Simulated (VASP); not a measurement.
A run of VASP 6.6.1:

INCAR

```
PREC = Accurate
ENCUT = 400
EDIFF = 1E-6
ISMEAR = 0
SIGMA = 0.01
LREAL = Auto
LASPH = T
NELM = 120
ALGO = Normal
ISIF = 2
LWAVE = F
LCHARG = F
GGA = PE
NELECT = 256.0
NBANDS = 150
GGA_COMPAT = F
```

KPOINTS

```
Automatic mesh
0
Gamma
  2 2 2
  0.5 0.5 0.5
```

Contents of POSCAR:

```
Ca16HS16
1.0
    5.7117999112      5.7117999112      5.7117999112
   -5.7117999112     -5.7117999112      5.7117999112
    5.7117999112     -5.7117999112     -5.7117999112
Ca S H
16 16 1
Direct
    0.2500000000      0.2517811598      0.4984028458
    0.5017811598      0.0000000000      0.4984028458
    0.2500000000      0.4984028458      0.2517811598
    0.5110853605      0.2610853605      0.2610853605
    0.7484028458      0.0000000000      0.2517811598
    0.7515971542      0.7533783140      0.5015971542
    0.0033783140      0.5015971542      0.5015971542
    0.2500000000      1.0000000000      0.7389146395
    0.2500000000      0.7389146395      0.0000000000
    0.5017811598      0.4984028458      0.0000000000
    0.7484028458      0.2517811598      0.0000000000
   -0.0110853605      0.0000000000      0.0000000000
   -0.0017811598      0.7482188402      0.2466216860
    0.4966216860      0.7482188402      0.7482188402
    0.7515971542      0.5015971542      0.7533783140
   -0.0017811598      0.2466216860      0.7482188402
    0.4999929318      0.2499929318      0.7467529901
    0.7467600583      0.0000000000      0.7500070682
    0.5032470099      0.5032399417      0.5032399417
    0.7532399417      0.2532470099      0.5032399417
    0.0000070682      0.0000000000      0.4967600583
    0.0143015551      0.7643015551      0.7643015551
    0.2500000000      0.4967600583      0.7500070682
    0.4856984449      0.0000000000      0.0000000000
    0.4999929318      0.7467529901      0.2499929318
    0.7532399417      0.5032399417      0.2532470099
   -0.0032470099      0.2499929318      0.2499929318
    0.2500000000      0.0000000000      0.2356984449
    0.2500000000      0.7500070682      0.4967600583
    0.7467600583      0.7500070682      0.0000000000
    0.0000070682      0.4967600583      0.0000000000
    0.2500000000      0.2356984449      0.0000000000
    0.2500000000      0.0000000000      0.0000000000
```

Potentials or basis: VASP PAW PBE potentials, release 64 (Ca_sv, S, H).

The run is started by

```bash
$ cat potpaw_PBE.64/Ca_sv/POTCAR potpaw_PBE.64/S/POTCAR potpaw_PBE.64/H/POTCAR > POTCAR
$ mpirun -np 1 vasp_std > vasp.out
```

Hardware: 1 thread of Intel(R) Xeon(R) 6975P-C (Granite Rapids) (shared host).

Q: Estimate the wall time of this run.

A: It took 6.5 min on 1 thread of Intel(R) Xeon(R) 6975P-C (Granite Rapids), with other jobs on the host, peak memory 0.72 GiB. Counts: scf iterations 16, k points 2.
